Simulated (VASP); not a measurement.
**Cl: single point with r2SCAN**

The system is Cl.

```
Cl
1.0
     3.10249   -2.21959    0.00000
     3.10249    2.21959    0.00000
     0.00000    0.00000    8.09904
Cl
4
Cartesian
  3.1025 0.5771 3.2396
  3.1025 1.6425 7.2891
  3.1025 -0.5771 4.8594
  3.1025 -1.6425 0.8099
```

```
Program             : VASP 6.6.1
Task                : single point
Functional          : r2SCAN
Potentials or basis : VASP PAW PBE potentials, release 64 (Cl)
Cutoff              : 520 eV
k mesh              : 7 × 7 × 4
Occupations         : fermi-dirac, width 0.05 eV
Spin                : no spin polarisation
```

```json
{
  "Pressure": "0.1 GPa",
  "Largest force": "0.127 eV/Å",
  "Band gap on the k mesh": "3.06 eV (least direct gap 3.12 eV)"
}
```

Forces on the atoms (eV/Å):
```
Cl   0.000  0.000 -0.127
Cl   0.000  0.000 -0.127
Cl   0.000  0.000  0.127
Cl   0.000  0.000  0.127
```

Stress tensor (GPa, compression positive):
```
 0.28  0.00  0.00
 0.00 -0.04  0.00
 0.00  0.00  0.01
```

Levels at points of the mesh, in eV from the valence-band top:
| k point | band 12 | band 13 | band 14 | band 15 | band 16 | band 17 |
| --- | --- | --- | --- | --- | --- | --- |
| (0.00, 0.00, 0.00) | -0.43 | -0.16 | -0.06 | 3.06 | 3.65 | 7.67 |
| (0.00, 0.00, 0.50) | -0.69 | -0.11 | -0.11 | 3.25 | 3.25 | 8.20 |

Wall time 6.4 min on 1 thread of Oxide Virtual Turin-like Processor, with other jobs on the host, peak memory 0.22 GiB.

Caveat: the PAW data sets were made with another functional, which shifts forces and pressure a little. r2SCAN opens gaps a little over a GGA but as a rule still falls short of measured ones.
